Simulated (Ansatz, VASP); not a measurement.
Pb2O: VASP beside Ansatz

```
Pb O
1.0
     5.43327    0.00000    0.00000
     0.00000    5.43327    0.00000
     0.00000    0.00000    5.43327
Pb O
4 2
Direct
  0.25000 0.25000 0.25000
  0.75000 0.75000 0.25000
  0.25000 0.75000 0.75000
  0.75000 0.25000 0.75000
  0.00000 0.00000 0.00000
  0.50000 0.50000 0.50000
```

Alike in both runs: task single point; functional PBEsol; k mesh 8 × 8 × 8; occupations gaussian, width 0.1 eV; no spin polarisation.

|  | VASP | Ansatz |
| --- | --- | --- |
| version | VASP 6.6.1 | Ansatz 0.2.0 |
| potentials or method | VASP PAW PBE potentials, release 64 (Pb_d, O), cutoff 520 eV | scalar-relativistic, plane waves, PAW |
| valence electrons in the cell | 68 | 68 |

```tsv
	VASP	Ansatz	Ansatz less VASP
gap on the k mesh at the Fermi level (eV)	none	none	-
pressure (GPa)	-1.6	-1.6	0.00
```

VASP's potentials were made for PBE, not for PBEsol. A gap of «none» marks a metal or a gap that the smearing closes.

Spin-orbit coupling is off throughout.
